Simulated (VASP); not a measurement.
Input of a VASP 6.6.1 run:

The input INCAR:

```
PREC = Accurate
ENCUT = 520
EDIFF = 1E-6
ISMEAR = 0
SIGMA = 0.15
LREAL = F
LASPH = T
NELM = 80
ALGO = Fast
ISIF = 2
LWAVE = F
LCHARG = F
GGA = PS
NBANDS = 14
```

KPOINTS

```
regular mesh
0
Gamma
  12 12 8
```

POSCAR

```
Na
1.0
    3.9553510475      0.0000000000      0.0000000000
   -1.9776755237      3.4254344880      0.0000000000
    0.0000000000      0.0000000000      6.0001500000
Na
2
Direct
    0.3333333333      0.6666666667      0.2500000000
    0.6666666667      0.3333333333      0.7500000000
```

Potentials or basis: VASP PAW PBE potentials, release 64 (Na_pv).

The run is started by

```sh
$ cat potpaw_PBE.64/Na_pv/POTCAR > POTCAR
$ mpirun -np 1 vasp_std > vasp.out
```

Task: Predict the pressure.

Result: -0.7 GPa.

Task: Predict the band gap on the k mesh.

Result: Zero (band 7 reaches 1.90 eV, above the bottom of band 8 at -1.96 eV).

Stress tensor (GPa, compression positive):
```
-0.93  0.00  0.00
 0.00 -0.93  0.00
 0.00  0.00 -0.30
```

Caveat: the cell differs from its parent crystal (strain +0.050 along x and y, -0.025 along z); the PAW data sets were made with another functional, which shifts forces and pressure a little.
